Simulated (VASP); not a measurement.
Here is a VASP 6.6.1 calculation.

INCAR

```
SYSTEM = FeO
  PREC = Accurate
  ENCUT = 520
  EDIFF = 1E-6
  ISMEAR = -1
  SIGMA = 0.05
  LREAL = .False.
  LASPH = .True.
  NELM = 150
  ALGO = Normal
  ISIF = 2
  LWAVE = .False.
  LCHARG = .True.
  ISPIN = 2
  MAGMOM = 3 0
  LORBIT = 11
  LMAXMIX = 4
  GGA = PE
  LELF = .True.
  LVHAR = .True.
  NBANDS = 18
```

File KPOINTS:

```
Automatic mesh
0
Gamma
  11 11 11
  0 0 0
```

File POSCAR:

```
FeO
1.0
    0.0000000000      2.1554001600      2.1554001600
    2.1554001600      0.0000000000      2.1554001600
    2.1554001600      2.1554001600      0.0000000000
Fe O
1 1
Direct
    0.0105020000     -0.0002270000      0.0210580000
    0.5140650000      0.5129880000      0.4906050000
```

Potentials or basis: VASP PAW PBE potentials, release 64 (Fe, O).

Run with:

```sh
$ cat potpaw_PBE.64/Fe/POTCAR potpaw_PBE.64/O/POTCAR > POTCAR
$ mpirun -np 1 vasp_std > vasp.out
```

**Question.** Predict the pressure.

**Answer.** 0.4 GPa.

**Question.** Estimate the largest force.

**Answer.** 0.237 eV/Å.

Stress tensor (GPa, compression positive):
```
 0.18 -0.16  0.10
-0.16  0.73  0.16
 0.10  0.16  0.16
```

Caveat: the cell differs from its parent crystal (atoms moved at random); a cell with one magnetic atom can't hold antiferromagnetic order, which such compounds often take.
